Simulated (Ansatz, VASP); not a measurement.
**TiCo in VASP and in Ansatz**

```
Co Ti
1.0
     3.04468    0.00000    0.00000
     0.00000    3.04468    0.00000
     0.00000    0.00000    3.04468
Co Ti
1 1
Direct
  0.50000 0.50000 0.50000
  0.00000 0.00000 0.00000
```

Alike in both runs: task single point; functional r2SCAN; k mesh 9 × 9 × 9; occupations fermi-dirac, width 0.05 eV; collinear spin.

|  | VASP | Ansatz |
| --- | --- | --- |
| version | VASP 6.6.1 | Ansatz 0.2.0 |
| potentials or method | VASP PAW PBE potentials, release 64 (Co, Ti_sv) | Ansatz PAW |
| plane-wave cutoff (eV) | 520 | 500 |
| valence electrons in the cell | 21 | 29 |

|  | VASP | Ansatz | Ansatz less VASP |
| --- | --- | --- | --- |
| gap on the k mesh at the Fermi level (eV) | none | none | - |
| pressure (GPa) | -7.4 | -7.9 | -0.41 |
| net moment per atom (μB) | 0.44 | 0.44 | +0.001 |
| size of the moment on the site where the two differ most (μB) | 1.49 | 1.52 | +0.029 |

VASP's potentials were made for PBE, not for r2SCAN. Site moments also hang on the region over which each program counts them. A gap of «none» marks a metal or a gap that the smearing closes. With one functional, cell and mesh, what is left measures potentials, basis and numerics. VASP's potentials hold 21 valence electrons a cell and Ansatz's 29, so a difference there can come from the potentials and not from the codes.

Noted on Ansatz's run: the magnetic or orbital state may not be the lowest.
